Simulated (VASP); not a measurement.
Set up this calculation in VASP 6.6.1, as the native input.

```
Task                   : single point
Functional             : LDA
Potentials or basis    : VASP PAW LDA potentials, release 64 (Ba_sv, Te)
Cutoff                 : 520 eV
k mesh                 : 4 × 4 × 4
Occupations            : gaussian, width 0.01 eV
Spin                   : no spin polarisation
Dipole correction      : no
Further INCAR settings : ALGO = Normal; EDIFF = 1e-07; NBANDS = 15
```

The structure of BaTe lies in POSCAR:

```
BaTe
1.0
    4.2448181594      0.0000000000      0.0000000000
    0.0000000000      4.2448181594      0.0000000000
    0.0000000000      0.0000000000      4.2448181594
Ba Te
1 1
Direct
    0.0000000000      0.0000000000      0.0000000000
    0.5000000000      0.5000000000      0.5000000000
```

The input as run:

INCAR

```
SYSTEM = BaTe
  ALGO = Normal
  EDIFF = 1E-7
  ENCUT = 520
  GGA = CA
  ISIF = 2
  ISMEAR = 0
  LASPH = .TRUE.
  LCHARG = .TRUE.
  LELF = .TRUE.
  LREAL = .FALSE.
  LVHAR = .TRUE.
  LWAVE = .FALSE.
  NBANDS = 15
  NELM = 80
  PREC = Accurate
  SIGMA = 0.01
```

KPOINTS

```
k-points
0
G
  4 4 4
  0 0 0
```

Potentials or basis: VASP PAW LDA potentials, release 64 (Ba_sv, Te).

The run is started by

```bash
$ cat potpaw_LDA.64/Ba_sv/POTCAR potpaw_LDA.64/Te/POTCAR > POTCAR
$ mpirun -np 1 vasp_std > vasp.out
```

It gave:

| Item | Value |
| --- | --- |
| Pressure | -2.4 GPa |
| Band gap on the k mesh | 0.61 eV (least direct gap 0.80 eV) |

Caveat: spin-orbit coupling is left out, which moves the levels of the heavy elements.

Wall time 8.3 s on 1 thread of Intel(R) Xeon(R) Platinum 8259CL CPU @ 2.50GHz (Skylake/Cascade Lake), on a shared host, peak memory 0.15 GiB.
